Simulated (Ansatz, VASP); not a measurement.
# Two plane-wave programs on NaCl

```
CELL_PARAMETERS angstrom
3.52538 0.00000 0.00000
0.00000 3.52538 0.00000
0.00000 0.00000 3.52538
ATOMIC_POSITIONS crystal
Cl 0.50000 0.50000 0.50000
Na 0.00000 0.00000 0.00000
```

Alike in both runs: task single point; functional r2SCAN; k mesh 8 × 8 × 8; occupations fermi-dirac, width 0.05 eV; no spin polarisation.

|  | VASP | Ansatz |
| --- | --- | --- |
| version | VASP 6.6.1 | Ansatz 0.2.0 |
| potentials or method | VASP PAW PBE potentials, release 64 (Cl, Na_pv) | Ansatz PAW |
| plane-wave cutoff (eV) | 520 | 500 |
| valence electrons in the cell | 14 | 16 |

```csv
,VASP,Ansatz,Ansatz less VASP
gap on the k mesh at the Fermi level (eV),4.74,4.71,-0.032
least direct gap on the mesh (eV),5.23,5.20,-0.031
pressure (GPa),-1.7,-1.4,+0.23
```

VASP's potentials were made for PBE, not for r2SCAN. With one functional, cell and mesh, what is left measures potentials, basis and numerics. VASP's potentials hold 14 valence electrons a cell and Ansatz's 16, so a difference there can come from the potentials and not from the codes.
